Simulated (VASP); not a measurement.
# Ag2O (Pn-3m) in VASP: notebook, part 2 of 2

VASP 6.6.1.

### Step 3. Single point, r2SCAN (18.47 Å³/atom)

This run uses another cell than the first one, of 18.47 Å³/atom.

POSCAR

```
Ag2O
1.0
    4.8033139044      0.0000000000      0.0000000000
    0.0000000000      4.8033139044      0.0000000000
    0.0000000000      0.0000000000      4.8033139044
Ag O
4 2
Direct
    0.2500000000      0.2500000000      0.2500000000
    0.2500000000      0.7500000000      0.7500000000
    0.7500000000      0.7500000000      0.2500000000
    0.7500000000      0.2500000000      0.7500000000
    0.0000000000      0.0000000000      0.0000000000
    0.5000000000      0.5000000000      0.5000000000
```

INCAR.step1

```
ALGO = Normal ; EDIFF = 1E-5
ENCUT = 660 ; GGA = PE
GGA_COMPAT = False ; ISMEAR = 0
LASPH = True ; LCHARG = False
LREAL = False ; LWAVE = True
NBANDS = 37 ; NELM = 120
PREC = Accurate ; SIGMA = 0.01
```

INCAR.step2

```
ALGO = Normal ; EDIFF = 1E-6
ENCUT = 660 ; GGA_COMPAT = False
ISIF = 2 ; ISMEAR = 0
ISTART = 1 ; LASPH = True
LCHARG = False ; LMIXTAU = True
LREAL = False ; LWAVE = False
METAGGA = R2SCAN ; NBANDS = 37
NELM = 120 ; PREC = Accurate
SIGMA = 0.01
```

KPOINTS

```
k-points
0
Gamma
  8 8 8
```

Potentials or basis: VASP PAW PBE potentials, release 64 (Ag, O).

Run with:

```
$ cat potpaw_PBE.64/Ag/POTCAR potpaw_PBE.64/O/POTCAR > POTCAR
$ cp INCAR.step1 INCAR
$ mpirun -np 1 vasp_std > vasp.out
$ cp INCAR.step2 INCAR
$ mpirun -np 1 vasp_std > vasp.out
```

OUTCAR:

```text
EDIFF = 1E-6
   ENCUT = 660
   ISIF = 2
   ISMEAR = 0
   ISTART = 1
   LASPH = True
   LREAL = False
   METAGGA = R2SCAN
   NELM = 120
   PREC = Accurate

 ion  position               nearest neighbor table
   1  0.250  0.250  0.250-   5 2.08   6 2.08   4 3.40   2 3.40   3 3.40   2 3.40   4 3.40   2 3.40
                             3 3.40   2 3.40   3 3.40   4 3.40   4 3.40   3 3.40
   2  0.250  0.750  0.750-   5 2.08   6 2.08   4 3.40   1 3.40   3 3.40   1 3.40   3 3.40   1 3.40
                             4 3.40   1 3.40   3 3.40   4 3.40   3 3.40   4 3.40
   3  0.750  0.750  0.250-   5 2.08   6 2.08   4 3.40   1 3.40   2 3.40   2 3.40   4 3.40   1 3.40
                             4 3.40   4 3.40   1 3.40   2 3.40   2 3.40   1 3.40
   4  0.750  0.250  0.750-   5 2.08   6 2.08   3 3.40   1 3.40   2 3.40   1 3.40   3 3.40   2 3.40
                             3 3.40   3 3.40   1 3.40   2 3.40   1 3.40   2 3.40
   5  0.000  0.000  0.000-   1 2.08   2 2.08   3 2.08   4 2.08
   6  0.500  0.500  0.500-   1 2.08   2 2.08   3 2.08   4 2.08

  LATTYP: Found a simple cubic cell.
 ALAT       =     4.8033139044

  Lattice vectors:

 A1 = (   4.8033139044,   0.0000000000,   0.0000000000)
 A2 = (   0.0000000000,   4.8033139044,   0.0000000000)
 A3 = (   0.0000000000,   0.0000000000,   4.8033139044)

Analysis of symmetry for initial positions (statically):
=====================================================================
 Subroutine PRICEL returns:
 Original cell was already a primitive cell.

 Routine SETGRP: Setting up the symmetry group for a
 simple cubic supercell.

 Subroutine GETGRP returns: Found 48 space group operations
 (whereof 24 operations were pure point group operations)
 out of a pool of 48 trial point group operations.

The static configuration has the point symmetry T_d .
 The point group associated with its full space group is O_h .

Analysis of symmetry for dynamics (positions and initial velocities):
=====================================================================
 Subroutine PRICEL returns:
 Original cell was already a primitive cell.

 Routine SETGRP: Setting up the symmetry group for a
 simple cubic supercell.

 Subroutine GETGRP returns: Found 48 space group operations
 (whereof 24 operations were pure point group operations)
 out of a pool of 48 trial point group operations.

The dynamic configuration has the point symmetry T_d .
 The point group associated with its full space group is O_h .

 Subroutine INISYM returns: Found 48 space group operations
 (whereof 24 operations are pure point group operations),
 and found     1 'primitive' translations

----------------------------------------------------------------------------------------

                                     Primitive cell

  volume of cell :     110.8212

  direct lattice vectors                    reciprocal lattice vectors
     4.803313904  0.000000000  0.000000000     0.208189600  0.000000000  0.000000000
     0.000000000  4.803313904  0.000000000     0.000000000  0.208189600  0.000000000
     0.000000000  0.000000000  4.803313904     0.000000000  0.000000000  0.208189600

  length of vectors
     4.803313904  4.803313904  4.803313904     0.208189600  0.208189600  0.208189600

  position of ions in fractional coordinates (direct lattice)
     0.250000000  0.250000000  0.250000000
[... 37 lines left out ...]
 ===========================================

 Found     35 irreducible k-points:

 Following reciprocal coordinates:
            Coordinates               Weight
  0.000000  0.000000  0.000000      1.000000
  0.125000  0.000000  0.000000      6.000000
  0.250000  0.000000  0.000000      6.000000
  0.375000  0.000000  0.000000      6.000000
  0.500000  0.000000  0.000000      3.000000
  0.125000  0.125000  0.000000     12.000000
[... 16 lines left out ...]
  0.375000  0.375000  0.125000     24.000000
  0.500000  0.375000  0.125000     24.000000
 [... further k-points ...]
   k-points           NKPTS =     35   k-points in BZ     NKDIM =     35   number of bands    NBANDS=     37
   number of dos      NEDOS =    301   number of ions     NIONS =      6
   total plane-waves  NPLWV =  64000
   dimension x,y,z NGX =    40 NGY =   40 NGZ =   40
   dimension x,y,z NGXF=    80 NGYF=   80 NGZF=   80
   ions per type =               4   2
   NGX,Y,Z   is equivalent  to a cutoff of  13.84, 13.84, 13.84 a.u.
   NGXF,Y,Z  is equivalent  to a cutoff of  27.69, 27.69, 27.69 a.u.
 SYSTEM =  unknown system
   PREC   = accura    normal or accurate (medium, high low for compatibility)
   ISTART =      1    job   : 0-new  1-cont  2-samecut
   ICHARG =      0    charge: 1-file 2-atom 10-const
   ISPIN  =      1    spin polarized calculation?
   LNONCOLLINEAR =      F non collinear calculations
   LSORBIT =      F    spin-orbit coupling
   LASPH  =      T    aspherical Exc in radial PAW
   ENCUT  =  660.0 eV  48.51 Ry    6.96 a.u.  10.06 10.06 10.06*2*pi/ulx,y,z
   NELM   =    120;   NELMIN=  2; NELMDL=  0     # of ELM steps
   EDIFF  = 0.1E-05   stopping-criterion for ELM
   LREAL  =      F    real-space projection
   EDIFFG = 0.1E-04   stopping-criterion for IOM
   NSW    =      0    number of steps for IOM
   IBRION =     -1    ionic relax: 0-MD 1-quasi-New 2-CG
   NFREE  =      0    steps in history (QN), initial steepest desc. (CG)
   ISIF   =      2    stress and relaxation
   ISYM   =      2    0-nonsym 1-usesym 2-fastsym
   POTIM  = 0.5000    time-step for ionic-motion
   TEBEG  =    0.0;   TEEND  =   0.0 temperature during run
   PSTRESS=    0.0 pullay stress
   NELECT =      56.0000    total number of electrons
   NUPDOWN=      -1.0000    fix difference up-down
   EMIN   =  10.00;   EMAX   =-10.00  energy-range for DOS
   EFERMI =   0.00;   METHOD = LEGACY
   ISMEAR =     0;   SIGMA  =   0.01  broadening in eV -4-tet -1-fermi 0-gaus
   EFERMI_NEDOS =   21; number of points for ismear=-14 and -15
   IALGO  =     38    algorithm
   IMIX   =      4    mixing-type and parameters
     AMIX     =   0.40;   BMIX     =  1.00
     AMIX_MAG =   1.60;   BMIX_MAG =  1.00
  volume/ion in A,a.u.               =      18.47       124.64
  Fermi-wavevector in a.u.,A,eV,Ry     =   1.303957  2.464121 23.134031  1.700303
  Thomas-Fermi vector in A             =   2.434924
   LORBIT       =      0    0 simple, 1 ext, 2 COOP (PROOUT), +10 PAW based schemes
   METAGGA = R2SCAN    functional components
   LHFCALC =     F    Hartree Fock is set to
   AEXX    =    0.0000 exact exchange contribution
   IVDW    =     0    specifies the selected vdW correction
   LEPSILON=     F    determine dielectric tensor
   LRPA    =     F    only Hartree local field effects (RPA)
 non-spin polarized calculation
 Gauss-broadening in eV      SIGMA  =   0.01
  energy-cutoff  :      660.00
  volume of cell :      110.82
 maximum number of plane-waves:      4337
   NGX = 21   NGY = 21   NGZ = 21

 number of electron      55.9999978 magnetization

 Free energy of the ion-electron system (eV)
  ---------------------------------------------------
  ext. energy  EPLUGINS =         0.00000000
  ---------------------------------------------------
  free energy    TOTEN  =       -98.33716866 eV

  energy without entropy =      -98.33716866  energy(sigma->0) =      -98.33716866

 E-fermi :   3.9005     XC(G=0): -10.7880

 val. band max:        3.8334134798   @ k =   0.0000   0.0000   0.0000
 cond. band min:       4.0302052842   @ k =   0.0000   0.0000   0.0000
 fundamental gap:      0.1967918044
 Fermi energy:         3.9005112505

 k-point     1 :       0.0000    0.0000    0.0000
  band No.  band energies     occupation
      1     -15.6505      2.00000
      2     -15.0722      2.00000
      3      -2.6990      2.00000
      4      -2.6990      2.00000
      5      -2.6990      2.00000
      6      -0.4849      2.00000
[... 949 lines left out ...]
     36      12.8789      0.00000
     37      13.5993      0.00000

 [... further k-points ...]
[... 5 lines left out ...]
  --------------------------------------------------------------------------------------
  -------------------------------------------------------------------------------------
  Total       -1.6699187     -1.6699187     -1.6699187      0.0000000      0.0000000     -0.0000000
  in kB      -24.1425423    -24.1425423    -24.1425423      0.0000000      0.0000000     -0.0000000
  external PRESSURE =     -24.1425423 kB  Pullay stress =       0.0000000 kB

 VOLUME and BASIS-vectors are now :
 -----------------------------------------------------------------------------
  energy-cutoff  :      660.00
  volume of cell :      110.82
      direct lattice vectors                 reciprocal lattice vectors
     4.803313904  0.000000000  0.000000000     0.208189600  0.000000000  0.000000000
     0.000000000  4.803313904  0.000000000     0.000000000  0.208189600  0.000000000
     0.000000000  0.000000000  4.803313904     0.000000000  0.000000000  0.208189600

 POSITION                                       TOTAL-FORCE (eV/Angst)
 -----------------------------------------------------------------------------------
      1.20083      1.20083      1.20083         0.000000      0.000000     -0.000000
      1.20083      3.60249      3.60249        -0.000000     -0.000000     -0.000000
      3.60249      3.60249      1.20083        -0.000000      0.000000      0.000000
      3.60249      1.20083      3.60249         0.000000     -0.000000      0.000000
      0.00000      0.00000      0.00000        -0.000000      0.000000      0.000000
      2.40166      2.40166      2.40166        -0.000000      0.000000      0.000000
 -----------------------------------------------------------------------------------
    total drift:                                0.000000      0.000000     -0.000000

  FREE ENERGIE OF THE ION-ELECTRON SYSTEM (eV)
  ---------------------------------------------------
  free  energy   TOTEN  =       -98.3371686610 eV

  energy  without entropy=      -98.3371686610  energy(sigma->0) =      -98.33716866
```

Wall time 9.6 min (1 thread of Oxide Virtual Turin-like, shared host); peak memory 0.32 GiB.

Results:

- Free energy: -98.3372 eV
- Pressure: -2.4 GPa
- Band gap on the k mesh: 0.20 eV

Caveat: semilocal functionals underestimate gaps, and a narrow one can read as zero; the PAW data sets were made with another functional, which shifts forces and pressure a little. A k mesh can miss the band edges.

### Step 4. Single point, r2SCAN (19.01 Å³/atom)

This run uses another cell than the first one, of 19.01 Å³/atom.

Changes to POSCAR since step 3:

```diff
@@ -2,5 +2,5 @@
 1.0
-    4.8033139044      0.0000000000      0.0000000000
-    0.0000000000      4.8033139044      0.0000000000
-    0.0000000000      0.0000000000      4.8033139044
+    4.8495024485      0.0000000000      0.0000000000
+    0.0000000000      4.8495024485      0.0000000000
+    0.0000000000      0.0000000000      4.8495024485
 Ag O
```

INCAR.step1

```
PREC = Accurate
ENCUT = 660
ISMEAR = 0
SIGMA = 0.01
LREAL = False
LASPH = True
NELM = 120
NBANDS = 37
GGA = PE
ALGO = Normal
EDIFF = 1E-5
LWAVE = True
LCHARG = False
GGA_COMPAT = False
```

INCAR.step2

```
PREC = Accurate
ENCUT = 660
EDIFF = 1E-6
ISMEAR = 0
SIGMA = 0.01
LREAL = False
LASPH = True
NELM = 120
ALGO = Normal
ISIF = 2
LWAVE = False
LCHARG = True
METAGGA = R2SCAN
LMIXTAU = True
LELF = True
LVHAR = True
NBANDS = 37
ISTART = 1
GGA_COMPAT = False
```

KPOINTS

```
regular mesh
0
Gamma
  8 8 8
```

Potentials or basis: VASP PAW PBE potentials, release 64 (Ag, O).

Run with:

```
$ cat potpaw_PBE.64/Ag/POTCAR potpaw_PBE.64/O/POTCAR > POTCAR
$ cp INCAR.step1 INCAR
$ mpirun -np 1 vasp_std > vasp.out
$ cp INCAR.step2 INCAR
$ mpirun -np 1 vasp_std > vasp.out
```

OUTCAR:

```text
PREC = Accurate
   ENCUT = 660
   EDIFF = 1E-6
   ISMEAR = 0
   LREAL = False
   LASPH = True
   NELM = 120
   ISIF = 2
   METAGGA = R2SCAN
   ISTART = 1

 ion  position               nearest neighbor table
   1  0.250  0.250  0.250-   5 2.10   6 2.10   4 3.43   2 3.43   3 3.43   2 3.43   4 3.43   2 3.43
                             3 3.43   2 3.43   3 3.43   4 3.43   4 3.43   3 3.43
   2  0.250  0.750  0.750-   5 2.10   6 2.10   4 3.43   1 3.43   3 3.43   1 3.43   3 3.43   1 3.43
                             4 3.43   1 3.43   3 3.43   4 3.43   3 3.43   4 3.43
   3  0.750  0.750  0.250-   5 2.10   6 2.10   4 3.43   1 3.43   2 3.43   2 3.43   4 3.43   1 3.43
                             4 3.43   4 3.43   1 3.43   2 3.43   2 3.43   1 3.43
   4  0.750  0.250  0.750-   5 2.10   6 2.10   3 3.43   1 3.43   2 3.43   1 3.43   3 3.43   2 3.43
                             3 3.43   3 3.43   1 3.43   2 3.43   1 3.43   2 3.43
   5  0.000  0.000  0.000-   1 2.10   2 2.10   3 2.10   4 2.10
   6  0.500  0.500  0.500-   1 2.10   2 2.10   3 2.10   4 2.10

  LATTYP: Found a simple cubic cell.
 ALAT       =     4.8495024485

  Lattice vectors:

 A1 = (   4.8495024485,   0.0000000000,   0.0000000000)
 A2 = (   0.0000000000,   4.8495024485,   0.0000000000)
 A3 = (   0.0000000000,   0.0000000000,   4.8495024485)

Analysis of symmetry for initial positions (statically):
=====================================================================
 Subroutine PRICEL returns:
 Original cell was already a primitive cell.

 Routine SETGRP: Setting up the symmetry group for a
 simple cubic supercell.

 Subroutine GETGRP returns: Found 48 space group operations
 (whereof 24 operations were pure point group operations)
 out of a pool of 48 trial point group operations.

The static configuration has the point symmetry T_d .
 The point group associated with its full space group is O_h .

Analysis of symmetry for dynamics (positions and initial velocities):
=====================================================================
 Subroutine PRICEL returns:
 Original cell was already a primitive cell.

 Routine SETGRP: Setting up the symmetry group for a
 simple cubic supercell.
[... 134 lines left out ...]
     AMIX_MAG =   1.60;   BMIX_MAG =  1.00
  volume/ion in A,a.u.               =      19.01       128.27
  Fermi-wavevector in a.u.,A,eV,Ry     =   1.291537  2.440652 22.695455  1.668069
  Thomas-Fermi vector in A             =   2.423301
   LORBIT       =      0    0 simple, 1 ext, 2 COOP (PROOUT), +10 PAW based schemes
   METAGGA = R2SCAN    functional components
   LHFCALC =     F    Hartree Fock is set to
   AEXX    =    0.0000 exact exchange contribution
   IVDW    =     0    specifies the selected vdW correction
   LEPSILON=     F    determine dielectric tensor
   LRPA    =     F    only Hartree local field effects (RPA)
 non-spin polarized calculation
 Gauss-broadening in eV      SIGMA  =   0.01
  energy-cutoff  :      660.00
  volume of cell :      114.05
 maximum number of plane-waves:      4428
 NGX is ok and might be reduce to    42
   NGX = 21   NGY = 21   NGZ = 21

 number of electron      55.9999994 magnetization

 Free energy of the ion-electron system (eV)
  ---------------------------------------------------
  ext. energy  EPLUGINS =         0.00000000
  ---------------------------------------------------
  free energy    TOTEN  =       -98.27183015 eV

  energy without entropy =      -98.27183015  energy(sigma->0) =      -98.27183015

 E-fermi :   3.5849     XC(G=0): -10.6212

 val. band max:        3.4960905820   @ k =   0.0000   0.0000   0.0000
 cond. band min:       3.6570114266   @ k =   0.0000   0.0000   0.0000
 fundamental gap:      0.1609208446
 Fermi energy:         3.5849438273

 k-point     1 :       0.0000    0.0000    0.0000
  band No.  band energies     occupation
      1     -15.7395      2.00000
      2     -15.2099      2.00000
      3      -2.7684      2.00000
      4      -2.7684      2.00000
      5      -2.7684      2.00000
      6      -0.6357      2.00000
[... 949 lines left out ...]
     36      12.4649      0.00000
     37      13.1744      0.00000

 [... further k-points ...]
[... 5 lines left out ...]
  --------------------------------------------------------------------------------------
  -------------------------------------------------------------------------------------
  Total       -3.0539773     -3.0539773     -3.0539773      0.0000000      0.0000000      0.0000000
  in kB      -42.9027214    -42.9027214    -42.9027214      0.0000000      0.0000000      0.0000000
  external PRESSURE =     -42.9027214 kB  Pullay stress =       0.0000000 kB

 VOLUME and BASIS-vectors are now :
 -----------------------------------------------------------------------------
  energy-cutoff  :      660.00
  volume of cell :      114.05
      direct lattice vectors                 reciprocal lattice vectors
     4.849502449  0.000000000  0.000000000     0.206206721  0.000000000  0.000000000
     0.000000000  4.849502449  0.000000000     0.000000000  0.206206721  0.000000000
     0.000000000  0.000000000  4.849502449     0.000000000  0.000000000  0.206206721

 POSITION                                       TOTAL-FORCE (eV/Angst)
 -----------------------------------------------------------------------------------
      1.21238      1.21238      1.21238         0.000000     -0.000000      0.000000
      1.21238      3.63713      3.63713        -0.000000     -0.000000     -0.000000
      3.63713      3.63713      1.21238        -0.000000      0.000000      0.000000
      3.63713      1.21238      3.63713        -0.000000     -0.000000     -0.000000
      0.00000      0.00000      0.00000         0.000000     -0.000000      0.000000
      2.42475      2.42475      2.42475         0.000000      0.000000      0.000000
 -----------------------------------------------------------------------------------
    total drift:                                0.000000      0.000000     -0.000000

  FREE ENERGIE OF THE ION-ELECTRON SYSTEM (eV)
  ---------------------------------------------------
  free  energy   TOTEN  =       -98.2718301465 eV

  energy  without entropy=      -98.2718301465  energy(sigma->0) =      -98.27183015
```

OSZICAR.step1:

```text
N       E                     dE             d eps       ncg     rms          rms(c)
DAV:   1     0.426744781548E+03    0.42674E+03   -0.32369E+04  2590   0.174E+03
DAV:   2    -0.988719591402E+00   -0.42773E+03   -0.40570E+03  2774   0.364E+02
DAV:   3    -0.252791186773E+02   -0.24290E+02   -0.23945E+02  2854   0.847E+01
DAV:   4    -0.255397815698E+02   -0.26066E+00   -0.26043E+00  2775   0.933E+00
DAV:   5    -0.255414991166E+02   -0.17175E-02   -0.17175E-02  2848   0.750E-01    0.181E+01
DAV:   6    -0.218393928777E+02    0.37021E+01   -0.19561E+01  3138   0.323E+01    0.114E+01
DAV:   7    -0.214751787689E+02    0.36421E+00   -0.24271E+00  2703   0.121E+01    0.789E+00
DAV:   8    -0.215365961830E+02   -0.61417E-01   -0.12873E+00  2695   0.573E+00    0.315E+00
DAV:   9    -0.214530925509E+02    0.83504E-01   -0.26678E-01  2829   0.299E+00    0.330E-01
DAV:  10    -0.214539910374E+02   -0.89849E-03   -0.14412E-02  2635   0.772E-01    0.222E-01
DAV:  11    -0.214538037617E+02    0.18728E-03   -0.50984E-04  2938   0.119E-01    0.117E-01
DAV:  12    -0.214538343070E+02   -0.30545E-04   -0.15003E-04  2681   0.647E-02    0.218E-02
DAV:  13    -0.214538290071E+02    0.53000E-05   -0.91429E-06  1545   0.174E-02
   1 F= -.21453829E+02 E0= -.21453814E+02  d E =-.301294E-04
```

Run time: 10 min. Hardware: 1 thread of Oxide Virtual Turin-like, shared host; peak memory 0.36 GiB.

Results:

- Free energy: -98.2718 eV
- Pressure: -4.3 GPa
- Band gap on the k mesh: 0.16 eV

Caveat: the cell stands under tension; semilocal functionals underestimate gaps, and a narrow one can read as zero; the PAW data sets were made with another functional, which shifts forces and pressure a little.

### Step 5. The runs side by side

```tsv
cell	gap on the mesh (eV)	pressure (GPa)
a = 4.756 Å, 6 atoms	0.24	-0.2
a = 4.803 Å, 6 atoms	0.20	-2.4
a = 4.850 Å, 6 atoms	0.16	-4.3
```

Alike in all rows: task single point; level r2SCAN; potentials or basis VASP PAW PBE potentials, release 64 (Ag, O); no spin polarisation; k mesh 8 × 8 × 8; cutoff (eV) 660; smearing gaussian 0.01 eV.

Caveats: semilocal functionals underestimate gaps, and a narrow one can read as zero; the PAW data sets were made with another functional, which shifts forces and pressure a little; the cell stands under tension (at least some runs).

Absolute energies hang on the potentials; compare differences alone.
